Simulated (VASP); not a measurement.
# CdS (P6_3mc) in VASP: further runs, part 2 of 2

VASP 6.6.1. The steps go on from the part before.

## 4. Single point, r2SCAN

This run uses another cell than the first one, of 26.33 Å³/atom.

File POSCAR:

```
CdS
1.0
    4.2142784677      0.0000000000      0.0000000000
   -2.1071392338      3.6496722116      0.0000000000
    0.0000000000      0.0000000000      6.8462411673
Cd S
2 2
Direct
    0.3333333333      0.6666666667     -0.0010051351
    0.6666666667      0.3333333333      0.4989948649
    0.3333333333      0.6666666667      0.3760051351
    0.6666666667      0.3333333333      0.8760051351
```

File INCAR.step1:

```
SYSTEM = CdS
PREC = Accurate
ENCUT = 700
ISMEAR = 0
SIGMA = 0.01
LREAL = .FALSE.
LASPH = .TRUE.
NELM = 120
NBANDS = 34
GGA = PE
ALGO = Normal
EDIFF = 1E-5
LWAVE = .TRUE.
LCHARG = .FALSE.
GGA_COMPAT = .FALSE.
```

File INCAR.step2:

```
SYSTEM = CdS
PREC = Accurate
ENCUT = 700
EDIFF = 1E-6
ISMEAR = 0
SIGMA = 0.01
LREAL = .FALSE.
LASPH = .TRUE.
NELM = 120
ALGO = Normal
ISIF = 2
LWAVE = .FALSE.
LCHARG = .TRUE.
METAGGA = R2SCAN
LMIXTAU = .TRUE.
LELF = .TRUE.
LVHAR = .TRUE.
NBANDS = 34
ISTART = 1
GGA_COMPAT = .FALSE.
```

File KPOINTS:

```
regular mesh
0
G
  6 6 4
  0 0 0
```

Potentials or basis: VASP PAW PBE potentials, release 64 (Cd_sv_GW, S).

Started as:

```sh
> cat potpaw_PBE.64/Cd_sv_GW/POTCAR potpaw_PBE.64/S/POTCAR > POTCAR
> cp INCAR.step1 INCAR
> mpirun -np 1 vasp_std > vasp.out
> cp INCAR.step2 INCAR
> mpirun -np 1 vasp_std > vasp.out
```

OUTCAR:

```text
SYSTEM = CdS
   PREC = Accurate
   ENCUT = 700
   EDIFF = 1E-6
   ISMEAR = 0
   LREAL = .FALSE.
   LASPH = .TRUE.
   NELM = 120
   ISIF = 2
   METAGGA = R2SCAN
   ISTART = 1

 ion  position               nearest neighbor table
   1  0.333  0.667  0.999-   4 2.57   4 2.57   4 2.57   3 2.58
   2  0.667  0.333  0.499-   3 2.57   3 2.57   3 2.57   4 2.58
   3  0.333  0.667  0.376-   2 2.57   2 2.57   2 2.57   1 2.58
   4  0.667  0.333  0.876-   1 2.57   1 2.57   1 2.57   2 2.58

  LATTYP: Found a hexagonal cell.
 ALAT       =     4.2142784677
 C/A-ratio  =     1.6245345958

  Lattice vectors:

 A1 = (   4.2142784677,   0.0000000000,   0.0000000000)
 A2 = (  -2.1071392338,   3.6496722116,   0.0000000000)
 A3 = (   0.0000000000,   0.0000000000,   6.8462411673)

Analysis of symmetry for initial positions (statically):
=====================================================================
 Subroutine PRICEL returns:
 Original cell was already a primitive cell.

 Routine SETGRP: Setting up the symmetry group for a
 hexagonal supercell.

 Subroutine GETGRP returns: Found 12 space group operations
 (whereof  6 operations were pure point group operations)
 out of a pool of 24 trial point group operations.

The static configuration has the point symmetry C_3v.
 The point group associated with its full space group is C_6v.

Analysis of symmetry for dynamics (positions and initial velocities):
=====================================================================
 Subroutine PRICEL returns:
 Original cell was already a primitive cell.

 Routine SETGRP: Setting up the symmetry group for a
 hexagonal supercell.

 Subroutine GETGRP returns: Found 12 space group operations
 (whereof  6 operations were pure point group operations)
 out of a pool of 24 trial point group operations.

The dynamic configuration has the point symmetry C_3v.
 The point group associated with its full space group is C_6v.

 Subroutine INISYM returns: Found 12 space group operations
 (whereof  6 operations are pure point group operations),
[... 115 lines left out ...]
     AMIX     =   0.40;   BMIX     =  1.00
     AMIX_MAG =   1.60;   BMIX_MAG =  1.00
  volume/ion in A,a.u.               =      26.33       177.65
  Fermi-wavevector in a.u.,A,eV,Ry     =   1.293996  2.445297 22.781935  1.674425
  Thomas-Fermi vector in A             =   2.425606
   LORBIT       =      0    0 simple, 1 ext, 2 COOP (PROOUT), +10 PAW based schemes
   METAGGA = R2SCAN    functional components
   LHFCALC =     F    Hartree Fock is set to
   AEXX    =    0.0000 exact exchange contribution
   IVDW    =     0    specifies the selected vdW correction
   LEPSILON=     F    determine dielectric tensor
   LRPA    =     F    only Hartree local field effects (RPA)
 non-spin polarized calculation
 Gauss-broadening in eV      SIGMA  =   0.01
  energy-cutoff  :      700.00
  volume of cell :      105.30
 maximum number of plane-waves:      4452
   NGX = 19   NGY = 19   NGZ = 29

 number of electron      51.9999991 magnetization

 Free energy of the ion-electron system (eV)
  ---------------------------------------------------
  ext. energy  EPLUGINS =         0.00000000
  ---------------------------------------------------
  free energy    TOTEN  =       -59.48352876 eV

  energy without entropy =      -59.48352876  energy(sigma->0) =      -59.48352876

 E-fermi :   2.0901     XC(G=0):  -9.5494

 val. band max:        2.0004730384   @ k =   0.0000   0.0000   0.0000
 cond. band min:       3.5446338342   @ k =   0.0000   0.0000   0.0000
 fundamental gap:      1.5441607958
 Fermi energy:         2.0901011735

 k-point     1 :       0.0000    0.0000    0.0000
  band No.  band energies     occupation
      1    -102.0147      2.00000
      2    -102.0147      2.00000
      3     -62.1741      2.00000
      4     -62.1737      2.00000
      5     -62.1735      2.00000
      6     -62.1735      2.00000
[... 766 lines left out ...]
     33      11.7209      0.00000
     34      11.7209      0.00000

------------------------ aborting loop because EDIFF is reached ----------------------------------------

  FORCE on cell =-STRESS in cart. coord.  units (eV):
  Direction    XX          YY          ZZ          XY          YZ          ZX
  --------------------------------------------------------------------------------------
  -------------------------------------------------------------------------------------
  Total       -1.3629371     -1.3629371     -1.3633361     -0.0000000      0.0000000      0.0000000
  in kB      -20.7375347    -20.7375347    -20.7436043     -0.0000000      0.0000000      0.0000000
  external PRESSURE =     -20.7395579 kB  Pullay stress =       0.0000000 kB

 VOLUME and BASIS-vectors are now :
 -----------------------------------------------------------------------------
  energy-cutoff  :      700.00
  volume of cell :      105.30
      direct lattice vectors                 reciprocal lattice vectors
     4.214278468  0.000000000  0.000000000     0.237288544  0.136998605  0.000000000
    -2.107139234  3.649672212  0.000000000     0.000000000  0.273997209  0.000000000
     0.000000000  0.000000000  6.846241167     0.000000000  0.000000000  0.146065553

 POSITION                                       TOTAL-FORCE (eV/Angst)
 -----------------------------------------------------------------------------------
     -0.00000      2.43311      6.83936        -0.000000      0.000000     -0.001400
      2.10714      1.21656      3.41624         0.000000     -0.000000     -0.001400
     -0.00000      2.43311      2.57422        -0.000000     -0.000000      0.001400
      2.10714      1.21656      5.99734        -0.000000     -0.000000      0.001400
 -----------------------------------------------------------------------------------
    total drift:                               -0.000001      0.000000     -0.002704

  FREE ENERGIE OF THE ION-ELECTRON SYSTEM (eV)
  ---------------------------------------------------
  free  energy   TOTEN  =       -59.4835287563 eV

  energy  without entropy=      -59.4835287563  energy(sigma->0) =      -59.48352876
```

OUTCAR.step1:

```text
SYSTEM = CdS
   PREC = Accurate
   ENCUT = 700
   ISMEAR = 0
   LREAL = .FALSE.
   LASPH = .TRUE.
   NELM = 120
[... 1001 lines left out ...]
      2.10714      1.21656      3.41624        -0.000000     -0.000000      0.001626
     -0.00000      2.43311      2.57422         0.000000     -0.000000     -0.001626
      2.10714      1.21656      5.99734        -0.000000      0.000000     -0.001626
 -----------------------------------------------------------------------------------
    total drift:                               -0.000001      0.000000     -0.000406

  FREE ENERGIE OF THE ION-ELECTRON SYSTEM (eV)
  ---------------------------------------------------
  free  energy   TOTEN  =       -12.4471567471 eV

  energy  without entropy=      -12.4471567471  energy(sigma->0) =      -12.44715675
```

OSZICAR.step1:

```text
N       E                     dE             d eps       ncg     rms          rms(c)
DAV:   1     0.124255839029E+04    0.12426E+04   -0.33418E+04  1604   0.218E+03
DAV:   2     0.149259344511E+03   -0.10933E+04   -0.10125E+04  1428   0.826E+02
DAV:   3    -0.444966892476E+01   -0.15371E+03   -0.15053E+03  2266   0.345E+02
DAV:   4    -0.131100804801E+02   -0.86604E+01   -0.86154E+01  2072   0.113E+02
DAV:   5    -0.135539401365E+02   -0.44386E+00   -0.44353E+00  2256   0.251E+01    0.269E+01
DAV:   6    -0.124681660323E+02    0.10858E+01   -0.21188E+00  2434   0.228E+01    0.204E+01
DAV:   7    -0.125086604012E+02   -0.40494E-01   -0.11930E+00  2048   0.879E+00    0.291E+00
DAV:   8    -0.124454166579E+02    0.63244E-01   -0.21030E-01  2320   0.376E+00    0.754E-01
DAV:   9    -0.124469039372E+02   -0.14873E-02   -0.24558E-02  1886   0.173E+00    0.167E-01
DAV:  10    -0.124470234052E+02   -0.11947E-03   -0.10222E-03  2318   0.346E-01    0.737E-02
DAV:  11    -0.124471566950E+02   -0.13329E-03   -0.21993E-04  1656   0.162E-01    0.320E-02
DAV:  12    -0.124471567471E+02   -0.52016E-07   -0.10848E-05  1292   0.846E-02
   1 F= -.12447157E+02 E0= -.12447157E+02  d E =-.244000-102
```

Run time: 4.2 min. Hardware: 1 thread of Intel Xeon 6975P-C (Granite Rapids), shared host; peak memory 0.36 GiB.

Results:

```yaml
Free_energy: -59.4835 eV
Pressure: -2.1 GPa
Band_gap_on_the_k_mesh: 1.54 eV
```

Caveat: the PAW data sets were made with another functional, which shifts forces and pressure a little.

## 5. The runs side by side

```tsv
task	potentials or basis	cell	cutoff (eV)	gap on the mesh (eV)	pressure (GPa)
relaxation of cell and atoms	VASP PAW PBE potentials, release 64 (Cd, S)	relaxed to 2 GPa from a = 4.164, b = 4.164, c = 6.766 Å, angles 90.0, 90.0, 120.0°, 4 atoms, atomic positions A	600	1.69	2.0
single point	VASP PAW PBE potentials, release 64 (Cd_sv_GW, S)	a = 4.033, b = 4.033, c = 6.564 Å, angles 90.0, 90.0, 120.0°, 4 atoms, atomic positions B	700	1.85	6.8
single point	VASP PAW PBE potentials, release 64 (Cd_sv_GW, S)	a = 4.214, b = 4.214, c = 6.846 Å, angles 90.0, 90.0, 120.0°, 4 atoms, atomic positions A	700	1.54	-2.1
```

Alike in all rows: level r2SCAN; no spin polarisation; k mesh 6 × 6 × 4; smearing gaussian 0.01 eV.

Caveats: the PAW data sets were made with another functional, which shifts forces and pressure a little; the cell is relaxed towards a set pressure, so the run minimises the enthalpy, not the energy (at least some runs); the cell stands under pressure (at least some runs).

Absolute energies hang on the potentials; compare differences alone.
